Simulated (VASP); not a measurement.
# CdSe in VASP: further runs

Runs on CdSe. Level: PBE. Tasks: electric field gradients.

Everything below comes from runs of VASP 6.6.1. Logs are shortened: lines on timing, memory, paths and dates and some standing lists are left out, and cuts for length are marked.

**1. The cell of the first run**

It takes space group F-43m (No. 216, cubic). The conventional cell has a = 6.161 Å, b = 6.161 Å, c = 6.161 Å, α = 90.00°, β = 90.00°, γ = 90.00°. Within 3.5 Å of Cd (site symmetry -43m) lie 4 Se at 2.67 Å. Se (site symmetry -43m) has 4 Cd at 2.67 Å within 3.5 Å.

**2. Electric field gradients, PBE (volume scaled by 1.01)**

Contents of INCAR:

```
  ALGO = Normal
  EDIFF = 1E-8
  ENCUT = 520
  GGA = PE
  ISIF = 2
  ISMEAR = -1
  LASPH = T
  LCHARG = F
  LEFG = T
  LREAL = F
  LWAVE = F
  NBANDS = 16
  NELM = 100
  PREC = Accurate
  SIGMA = 0.03
```

Contents of KPOINTS:

```
k-points
0
Gamma
  8 8 8
```

Contents of POSCAR:

```
CdSe
1.0
    0.0000000000      3.0804715101      3.0804715101
    3.0804715101      0.0000000000      3.0804715101
    3.0804715101      3.0804715101      0.0000000000
Cd Se
1 1
Direct
    0.0000000000      0.0000000000      0.0000000000
    0.2500000000      0.2500000000      0.2500000000
```

Potentials or basis: VASP PAW PBE potentials, release 64 (Cd, Se).

Started as:

```bash
> cat potpaw_PBE.64/Cd/POTCAR potpaw_PBE.64/Se/POTCAR > POTCAR
> mpirun -np 1 vasp_std > vasp.out
```

OUTCAR:

```text
EDIFF = 1E-8
   ENCUT = 520
   GGA = PE
   ISIF = 2
   ISMEAR = -1
   LASPH = T
   LREAL = F
   NELM = 100
   PREC = Accurate

 ion  position               nearest neighbor table
   1  0.000  0.000  0.000-   2 2.67   2 2.67   2 2.67   2 2.67
   2  0.250  0.250  0.250-   1 2.67   1 2.67   1 2.67   1 2.67

  LATTYP: Found a face centered cubic cell.
 ALAT       =     6.1609430202

  Lattice vectors:

 A1 = (   0.0000000000,   3.0804715101,   3.0804715101)
 A2 = (   3.0804715101,   0.0000000000,   3.0804715101)
 A3 = (   3.0804715101,   3.0804715101,   0.0000000000)

Analysis of symmetry for initial positions (statically):
=====================================================================
 Subroutine PRICEL returns:
 Original cell was already a primitive cell.

 Routine SETGRP: Setting up the symmetry group for a
 face centered cubic supercell.

 Subroutine GETGRP returns: Found 24 space group operations
 (whereof 24 operations were pure point group operations)
 out of a pool of 48 trial point group operations.

The static configuration has the point symmetry T_d .

Analysis of symmetry for dynamics (positions and initial velocities):
=====================================================================
 Subroutine PRICEL returns:
 Original cell was already a primitive cell.

 Routine SETGRP: Setting up the symmetry group for a
 face centered cubic supercell.

 Subroutine GETGRP returns: Found 24 space group operations
 (whereof 24 operations were pure point group operations)
 out of a pool of 48 trial point group operations.

The dynamic configuration has the point symmetry T_d .

 Subroutine INISYM returns: Found 24 space group operations
 (whereof 24 operations are pure point group operations),
 and found     1 'primitive' translations

----------------------------------------------------------------------------------------

                                     Primitive cell

  volume of cell :      58.4631

  direct lattice vectors                    reciprocal lattice vectors
     0.000000000  3.080471510  3.080471510    -0.162312814  0.162312814  0.162312814
     3.080471510  0.000000000  3.080471510     0.162312814 -0.162312814  0.162312814
     3.080471510  3.080471510  0.000000000     0.162312814  0.162312814 -0.162312814

  length of vectors
     4.356444588  4.356444588  4.356444588     0.281134041  0.281134041  0.281134041

  position of ions in fractional coordinates (direct lattice)
     0.000000000  0.000000000  0.000000000
     0.250000000  0.250000000  0.250000000

  ion indices of the primitive-cell ions
   primitive index   ion index
                 1           1
                 2           2

----------------------------------------------------------------------------------------

 KPOINTS: k-points

Automatic generation of k-mesh.
 Grid dimensions read from file:
 generate k-points for:    8    8    8

 Generating k-lattice:

  Cartesian coordinates                     Fractional coordinates (reciprocal lattice)
    -0.020289102  0.020289102  0.020289102     0.125000000  0.000000000  0.000000000
     0.020289102 -0.020289102  0.020289102     0.000000000  0.125000000  0.000000000
     0.020289102  0.020289102 -0.020289102     0.000000000  0.000000000  0.125000000

  Length of vectors
     0.035141755  0.035141755  0.035141755

  Shift w.r.t. Gamma in fractional coordinates (k-lattice)
     0.000000000  0.000000000  0.000000000

 Subroutine IBZKPT returns following result:
 ===========================================

 Found     29 irreducible k-points:

 Following reciprocal coordinates:
            Coordinates               Weight
  0.000000  0.000000  0.000000      1.000000
  0.125000  0.000000  0.000000      8.000000
  0.250000  0.000000  0.000000      8.000000
  0.375000  0.000000  0.000000      8.000000
  0.500000  0.000000  0.000000      4.000000
  0.125000  0.125000  0.000000      6.000000
[... 16 lines left out ...]
  0.500000  0.250000  0.125000     48.000000
 -0.375000  0.250000  0.125000     24.000000
 [... further k-points ...]
   k-points           NKPTS =     29   k-points in BZ     NKDIM =     29   number of bands    NBANDS=     16
   number of dos      NEDOS =    301   number of ions     NIONS =      2
   total plane-waves  NPLWV =  32768
   dimension x,y,z NGX =    32 NGY =   32 NGZ =   32
   dimension x,y,z NGXF=    64 NGYF=   64 NGZF=   64
   ions per type =               1   1
   NGX,Y,Z   is equivalent  to a cutoff of  12.21, 12.21, 12.21 a.u.
   NGXF,Y,Z  is equivalent  to a cutoff of  24.42, 24.42, 24.42 a.u.
 SYSTEM =  unknown system
   PREC   = accura    normal or accurate (medium, high low for compatibility)
   ISTART =      0    job   : 0-new  1-cont  2-samecut
   ICHARG =      2    charge: 1-file 2-atom 10-const
   ISPIN  =      1    spin polarized calculation?
   LNONCOLLINEAR =      F non collinear calculations
   LSORBIT =      F    spin-orbit coupling
   LASPH  =      T    aspherical Exc in radial PAW
   ENCUT  =  520.0 eV  38.22 Ry    6.18 a.u.   8.10  8.10  8.10*2*pi/ulx,y,z
   NELM   =    100;   NELMIN=  2; NELMDL= -5     # of ELM steps
   EDIFF  = 0.1E-07   stopping-criterion for ELM
   LREAL  =      F    real-space projection
   EDIFFG = 0.1E-06   stopping-criterion for IOM
   NSW    =      0    number of steps for IOM
   IBRION =     -1    ionic relax: 0-MD 1-quasi-New 2-CG
   NFREE  =      0    steps in history (QN), initial steepest desc. (CG)
   ISIF   =      2    stress and relaxation
   ISYM   =      2    0-nonsym 1-usesym 2-fastsym
   POTIM  = 0.5000    time-step for ionic-motion
   TEBEG  =    0.0;   TEEND  =   0.0 temperature during run
   PSTRESS=    0.0 pullay stress
   NELECT =      18.0000    total number of electrons
   NUPDOWN=      -1.0000    fix difference up-down
   EMIN   =  10.00;   EMAX   =-10.00  energy-range for DOS
   EFERMI =   0.00;   METHOD = LEGACY
   ISMEAR =    -1;   SIGMA  =   0.03  broadening in eV -4-tet -1-fermi 0-gaus
   EFERMI_NEDOS =   21; number of points for ismear=-14 and -15
   IALGO  =     38    algorithm
   IMIX   =      4    mixing-type and parameters
     AMIX     =   0.40;   BMIX     =  1.00
     AMIX_MAG =   1.60;   BMIX_MAG =  1.00
  volume/ion in A,a.u.               =      29.23       197.26
  Fermi-wavevector in a.u.,A,eV,Ry     =   1.105448  2.088995 16.626539  1.222016
  Thomas-Fermi vector in A             =   2.241936
   LORBIT       =      0    0 simple, 1 ext, 2 COOP (PROOUT), +10 PAW based schemes
   GGA     = PE    functional components
   LHFCALC =     F    Hartree Fock is set to
   AEXX    =    0.0000 exact exchange contribution
   IVDW    =     0    specifies the selected vdW correction
   LEPSILON=     F    determine dielectric tensor
   LRPA    =     F    only Hartree local field effects (RPA)
 non-spin polarized calculation
  energy-cutoff  :      520.00
  volume of cell :       58.46
 maximum number of plane-waves:      1591
   NGX = 17   NGY = 17   NGZ = 17

 number of electron      18.0000009 magnetization

 Free energy of the ion-electron system (eV)
  ---------------------------------------------------
  ext. energy  EPLUGINS =         0.00000000
  ---------------------------------------------------
  free energy    TOTEN  =        -5.49521359 eV

  energy without entropy =       -5.49521295  energy(sigma->0) =       -5.49521327

 E-fermi :   0.9261     XC(G=0):  -8.7112

 val. band max:        0.6433375356   @ k =   0.0000   0.0000   0.0000
 cond. band min:       1.1723383816   @ k =   0.0000   0.0000   0.0000
 fundamental gap:      0.5290008460
 Fermi energy:         0.9261091929

 k-point     1 :       0.0000    0.0000    0.0000
  band No.  band energies     occupation
      1     -11.7413      2.00000
      2      -7.1688      2.00000
      3      -7.1688      2.00000
      4      -7.1688      2.00000
      5      -6.8344      2.00000
      6      -6.8344      2.00000
[... 8 lines left out ...]
     15      11.6543      0.00000
     16      11.6543      0.00000

 k-point     2 :       0.1250    0.0000    0.0000
  band No.  band energies     occupation
      1     -11.6923      2.00000
      2      -7.1534      2.00000
      3      -7.1534      2.00000
      4      -7.1229      2.00000
      5      -6.8351      2.00000
      6      -6.8351      2.00000
[... 8 lines left out ...]
     15      10.9168      0.00000
     16      10.9990      0.00000
[... 387 lines left out ...]
      5      -6.8144      2.00000
      6      -6.6137      2.00000
[... 8 lines left out ...]
     15      12.3797      0.00000
     16      13.1458      0.00000

 k-point    24 :      -0.3750    0.2500    0.1250
  band No.  band energies     occupation
      1     -11.3490      2.00000
      2      -7.0514      2.00000
      3      -7.0298      2.00000
      4      -6.8508      2.00000
      5      -6.8194      2.00000
      6      -6.4895      2.00000
[... 8 lines left out ...]
     15      12.2120      0.00000
     16      13.1425      0.00000

 [... further k-points ...]
[... 5 lines left out ...]
  --------------------------------------------------------------------------------------
  -------------------------------------------------------------------------------------
  Total        0.3874788      0.3874788      0.3874788     -0.0000000     -0.0000000     -0.0000000
  in kB       10.6188376     10.6188376     10.6188376     -0.0000000     -0.0000000     -0.0000000
  external PRESSURE =      10.6188376 kB  Pullay stress =       0.0000000 kB

 VOLUME and BASIS-vectors are now :
 -----------------------------------------------------------------------------
  energy-cutoff  :      520.00
  volume of cell :       58.46
      direct lattice vectors                 reciprocal lattice vectors
     0.000000000  3.080471510  3.080471510    -0.162312814  0.162312814  0.162312814
     3.080471510  0.000000000  3.080471510     0.162312814 -0.162312814  0.162312814
     3.080471510  3.080471510  0.000000000     0.162312814  0.162312814 -0.162312814

 POSITION                                       TOTAL-FORCE (eV/Angst)
 -----------------------------------------------------------------------------------
      0.00000      0.00000      0.00000        -0.000000     -0.000000     -0.000000
      1.54024      1.54024      1.54024         0.000000      0.000000      0.000000
 -----------------------------------------------------------------------------------
    total drift:                               -0.000001     -0.000001     -0.000000

  FREE ENERGIE OF THE ION-ELECTRON SYSTEM (eV)
  ---------------------------------------------------
  free  energy   TOTEN  =        -5.4952135920 eV

  energy  without entropy=       -5.4952129503  energy(sigma->0) =       -5.49521327

 Electric field gradients (V/A^2)
---------------------------------------------------------------------
 ion       V_xx      V_yy      V_zz      V_xy      V_xz      V_yz
---------------------------------------------------------------------
   1       0.000     0.000    -0.000    -0.002    -0.002    -0.002
   2      -0.000     0.000     0.000     0.000     0.000     0.000
---------------------------------------------------------------------

 Electric field gradients after diagonalization (V/A^2)
 (convention: |V_zz| > |V_xx| > |V_yy|)
----------------------------------------------------------------------
 ion       V_xx      V_yy      V_zz     asymmetry (V_yy - V_xx)/ V_zz
----------------------------------------------------------------------
   1       0.002     0.002    -0.004       0.000
   2      -0.000    -0.000     0.001       0.000
----------------------------------------------------------------------

           NMR quadrupolar parameters

 Cq : quadrupolar parameter    Cq=e*Q*V_zz/h
 eta: asymmetry parameters     (V_yy - V_xx)/ V_zz
 Q  : nuclear electric quadrupole moment in mb (millibarn)
----------------------------------------------------------------------
 ion       Cq(MHz)       eta       Q (mb)
----------------------------------------------------------------------
   1      -0.000       0.000       1.000
   2       0.000       0.000       1.000
----------------------------------------------------------------------
```

It took 20 s on 1 thread of AMD EPYC 9R45 (Zen 5), shared host; peak memory 0.16 GiB.

Results:

```
Free energy            : -5.4952 eV
Pressure               : 1.1 GPa
Band gap on the k mesh : 0.53 eV, direct
```

Caveat: without QUAD_EFG the Cq values of the log hold for a quadrupole moment of 1 mb, not for the nuclei.

**3. Electric field gradients, PBE (volume scaled by 1.04)**

Contents of INCAR:

```
SYSTEM = CdSe
PREC = Accurate
ENCUT = 520
EDIFF = 1E-8
ISMEAR = -1
SIGMA = 0.03
LREAL = .False.
LASPH = .True.
NELM = 100
ALGO = Normal
ISIF = 2
LWAVE = .False.
LCHARG = .False.
GGA = PE
LEFG = .True.
NBANDS = 16
```

Contents of KPOINTS:

```
Automatic mesh
0
Gamma
  8 8 8
  0 0 0
```

Contents of POSCAR:

```
CdSe
1.0
    0.0000000000      3.1106741371      3.1106741371
    3.1106741371      0.0000000000      3.1106741371
    3.1106741371      3.1106741371      0.0000000000
Cd Se
1 1
Direct
    0.0000000000      0.0000000000      0.0000000000
    0.2500000000      0.2500000000      0.2500000000
```

Potentials or basis: VASP PAW PBE potentials, release 64 (Cd, Se).

Started as:

```bash
> cat potpaw_PBE.64/Cd/POTCAR potpaw_PBE.64/Se/POTCAR > POTCAR
> mpirun -np 1 vasp_std > vasp.out
```

OUTCAR:

```text
SYSTEM = CdSe
   PREC = Accurate
   ENCUT = 520
   EDIFF = 1E-8
   ISMEAR = -1
   LREAL = .False.
   LASPH = .True.
   NELM = 100
   ISIF = 2
   GGA = PE

 ion  position               nearest neighbor table
   1  0.000  0.000  0.000-   2 2.69   2 2.69   2 2.69   2 2.69
   2  0.250  0.250  0.250-   1 2.69   1 2.69   1 2.69   1 2.69

  LATTYP: Found a face centered cubic cell.
 ALAT       =     6.2213482742

  Lattice vectors:

 A1 = (   0.0000000000,   3.1106741371,   3.1106741371)
 A2 = (   3.1106741371,   0.0000000000,   3.1106741371)
 A3 = (   3.1106741371,   3.1106741371,   0.0000000000)

Analysis of symmetry for initial positions (statically):
=====================================================================
 Subroutine PRICEL returns:
 Original cell was already a primitive cell.

 Routine SETGRP: Setting up the symmetry group for a
 face centered cubic supercell.

 Subroutine GETGRP returns: Found 24 space group operations
 (whereof 24 operations were pure point group operations)
 out of a pool of 48 trial point group operations.

The static configuration has the point symmetry T_d .

Analysis of symmetry for dynamics (positions and initial velocities):
=====================================================================
 Subroutine PRICEL returns:
 Original cell was already a primitive cell.

 Routine SETGRP: Setting up the symmetry group for a
 face centered cubic supercell.

 Subroutine GETGRP returns: Found 24 space group operations
 (whereof 24 operations were pure point group operations)
 out of a pool of 48 trial point group operations.

The dynamic configuration has the point symmetry T_d .

[... 158 lines left out ...]
      4      -7.3034      2.00000
      5      -6.9973      2.00000
      6      -6.9973      2.00000
[... 433 lines left out ...]
      3      -7.1757      2.00000
      4      -7.0117      2.00000
      5      -6.9834      2.00000
      6      -6.6789      2.00000
[... 8 lines left out ...]
     15      11.9053      0.00000
     16      12.8176      0.00000

 [... further k-points ...]

------------------------ aborting loop because EDIFF is reached ----------------------------------------

  FORCE on cell =-STRESS in cart. coord.  units (eV):
  Direction    XX          YY          ZZ          XY          YZ          ZX
  --------------------------------------------------------------------------------------
  -------------------------------------------------------------------------------------
  Total       -0.1130676     -0.1130676     -0.1130676      0.0000000      0.0000000     -0.0000000
  in kB       -3.0092284     -3.0092284     -3.0092284      0.0000000      0.0000000     -0.0000000
  external PRESSURE =      -3.0092284 kB  Pullay stress =       0.0000000 kB

 VOLUME and BASIS-vectors are now :
 -----------------------------------------------------------------------------
  energy-cutoff  :      520.00
  volume of cell :       60.20
      direct lattice vectors                 reciprocal lattice vectors
     0.000000000  3.110674137  3.110674137    -0.160736862  0.160736862  0.160736862
     3.110674137  0.000000000  3.110674137     0.160736862 -0.160736862  0.160736862
     3.110674137  3.110674137  0.000000000     0.160736862  0.160736862 -0.160736862

 POSITION                                       TOTAL-FORCE (eV/Angst)
 -----------------------------------------------------------------------------------
      0.00000      0.00000      0.00000        -0.000000      0.000000     -0.000000
      1.55534      1.55534      1.55534         0.000000     -0.000000      0.000000
 -----------------------------------------------------------------------------------
    total drift:                               -0.000000     -0.000000     -0.000000

  FREE ENERGIE OF THE ION-ELECTRON SYSTEM (eV)
  ---------------------------------------------------
  free  energy   TOTEN  =        -5.4991562136 eV

  energy  without entropy=       -5.4991545854  energy(sigma->0) =       -5.49915540

 Electric field gradients (V/A^2)
---------------------------------------------------------------------
 ion       V_xx      V_yy      V_zz      V_xy      V_xz      V_yz
---------------------------------------------------------------------
   1       0.000     0.000    -0.000    -0.002    -0.002    -0.002
   2      -0.000     0.000    -0.000     0.000     0.000     0.000
---------------------------------------------------------------------

 Electric field gradients after diagonalization (V/A^2)
 (convention: |V_zz| > |V_xx| > |V_yy|)
----------------------------------------------------------------------
 ion       V_xx      V_yy      V_zz     asymmetry (V_yy - V_xx)/ V_zz
----------------------------------------------------------------------
   1       0.002     0.002    -0.003       0.000
   2      -0.000    -0.000     0.001       0.000
----------------------------------------------------------------------

           NMR quadrupolar parameters

 Cq : quadrupolar parameter    Cq=e*Q*V_zz/h
 eta: asymmetry parameters     (V_yy - V_xx)/ V_zz
 Q  : nuclear electric quadrupole moment in mb (millibarn)
----------------------------------------------------------------------
 ion       Cq(MHz)       eta       Q (mb)
----------------------------------------------------------------------
   1      -0.000       0.000       1.000
   2       0.000       0.000       1.000
----------------------------------------------------------------------
```

Wall time 26 s (1 thread of AMD EPYC 9R45 (Zen 5), shared host); peak memory 0.18 GiB.

What came out:

```yaml
Free_energy: -5.4992 eV
Pressure: -0.3 GPa
Band_gap_on_the_k_mesh: 0.47 eV, direct
```

Levels at points of the mesh, in eV from the valence-band top:
| k point | band 7 | band 8 | band 9 | band 10 | band 11 | band 12 |
| --- | --- | --- | --- | --- | --- | --- |
| (0.00, 0.00, 0.00) | 0.00 | 0.00 | 0.00 | 0.47 | 5.92 | 5.92 |
| (0.50, 0.00, 0.00) | -4.01 | -0.66 | -0.66 | 2.30 | 6.42 | 6.42 |
| (0.50, 0.50, 0.00) | -3.78 | -1.63 | -1.63 | 3.26 | 3.68 | 8.81 |

Caveat: without QUAD_EFG the Cq values of the log hold for a quadrupole moment of 1 mb, not for the nuclei.

[end of part 1 of 2]
